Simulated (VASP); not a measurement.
**InP: single point with PBE**

The system is InP.

```xyz
2
Lattice="0.0000 2.9305 2.9305 2.9305 0.0000 2.9305 2.9305 2.9305 0.0000" Properties=species:S:1:pos:R:3 pbc="T T T"
In    0.0000    0.0000    0.0000
P     4.3957    4.3957    4.3957
```

| Property | Result |
| --- | --- |
| Program | VASP 6.6.1 |
| Task | single point |
| Functional | PBE |
| Potentials or basis | VASP PAW PBE potentials, release 64 (In_d, P) |
| Cutoff | 520 eV |
| k mesh | 8 × 8 × 8 |
| Occupations | gaussian, width 0.014 eV |
| Spin | no spin polarisation |
| Dipole correction | no |
| Further INCAR settings | ALGO = Normal; EDIFF = 1e-06; NBANDS = 16 |

| Property | Result |
| --- | --- |
| Pressure | 3.3 GPa |
| Band gap on the k mesh | 0.71 eV, direct |

Levels at points of the mesh, in eV from the valence-band top:
| k point | band 7 | band 8 | band 9 | band 10 | band 11 | band 12 |
| --- | --- | --- | --- | --- | --- | --- |
| (0.00, 0.00, 0.00) | 0.00 | 0.00 | 0.00 | 0.71 | 4.09 | 4.09 |
| (0.50, 0.00, 0.00) | -5.73 | -0.97 | -0.97 | 1.50 | 4.81 | 4.81 |
| (0.50, 0.50, 0.00) | -5.75 | -2.32 | -2.32 | 1.76 | 2.27 | 9.21 |

Run time: 15 s on 1 thread of Intel(R) Xeon(R) Platinum 8259CL CPU @ 2.50GHz (Skylake/Cascade Lake), with other jobs on the host, peak memory 0.18 GiB.

Caveat: spin-orbit coupling is left out, which moves the levels of the heavy elements. A hybrid or GW would open this gap; PBE tends to underestimate it.
